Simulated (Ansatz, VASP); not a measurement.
**HfO2 in VASP and in Ansatz**

Contents of POSCAR:

```
HfO2
1.0
    0.0000000000      2.5575000000      2.5575000000
    2.5575000000      0.0000000000      2.5575000000
    2.5575000000      2.5575000000      0.0000000000
Hf O
1 2
Direct
    0.0000000000      0.0000000000      0.0000000000
    0.2796294126      0.2796294126      0.2796294126
    0.7203705874      0.7203705874      0.7203705874
```

Contents of INCAR.step1:

```
SYSTEM = HfO2
ALGO = Normal
EDIFF = 1E-4
ENCUT = 520
GGA = PE
ISMEAR = 0
LASPH = .True.
LCHARG = .False.
LREAL = .False.
LWAVE = .True.
NBANDS = 18
NELM = 80
PREC = Accurate
SIGMA = 0.05
```

Contents of INCAR.step2:

```
SYSTEM = HfO2
ALGO = Normal
EDIFF = 1E-6
ENCUT = 520
ISIF = 2
ISMEAR = 0
ISTART = 1
LASPH = .True.
LCHARG = .False.
LMIXTAU = .True.
LREAL = .False.
LWAVE = .False.
METAGGA = R2SCAN
NBANDS = 18
NELM = 80
PREC = Accurate
SIGMA = 0.05
```

Contents of KPOINTS:

```
k-points
0
Gamma
  8 8 8
  0 0 0
```

Input for Ansatz:

```yaml
crystal:
  lattice:
    - [0.0, 2.5575, 2.5575]
    - [2.5575, 0.0, 2.5575]
    - [2.5575, 2.5575, 0.0]
  atoms:
    - { symbol: Hf, position: [0.0, 0.0, 0.0] }
    - { symbol: O, position: [0.2796294126, 0.2796294126, 0.2796294126] }
    - { symbol: O, position: [0.7203705874, 0.7203705874, 0.7203705874] }
basis:
  ecutwfc: 500
kpoints:
  mp_grid: { grid: [8, 8, 8] }
hamiltonian:
  xc: r2scan
scf:
  occupations: { method: gaussian, width: 0.05 }
output:
  forces: true
  stress: true
  eigenvalues: true
```

Change from the starting cell: mode 7 (564.8 1/cm) frozen in, largest displacement +0.263 Å.

Alike in both runs: task single point; functional r2SCAN; k mesh 8 × 8 × 8; occupations gaussian, width 0.05 eV; no spin polarisation.

```csv
,VASP,Ansatz
version,VASP 6.6.1,Ansatz 0.2.0
potentials or method,"VASP PAW PBE potentials, release 64 (Hf_pv, O), cutoff 520 eV","scalar-relativistic, plane waves, PAW"
valence electrons in the cell,22,38
```

VASP gave:

| Item | Value |
| --- | --- |
| gap on the k mesh at the Fermi level (eV) | 3.93 |
| least direct gap on the mesh (eV) | 4.37 |
| pressure (GPa) | -0.9 |
| traceless stress, the component that is largest in VASP (GPa) | -8.86 |
| rms of the force components (eV/Å) | 1.669 |

Q: What did Ansatz give for the same quantities?

A: gap on the k mesh at the Fermi level (eV): 3.92; least direct gap on the mesh (eV): 4.38; pressure (GPa): 2.7; traceless stress, the component that is largest in VASP (GPa): -9.73; rms of the force components (eV/Å): 1.694.

VASP's potentials were made for PBE, not for r2SCAN. Atom by atom the forces differ by 0.025 eV/Å (rms over components). VASP's potentials hold 22 valence electrons a cell and Ansatz's 38, so a difference there can come from the potentials and not from the codes.

Spin-orbit coupling is off throughout.
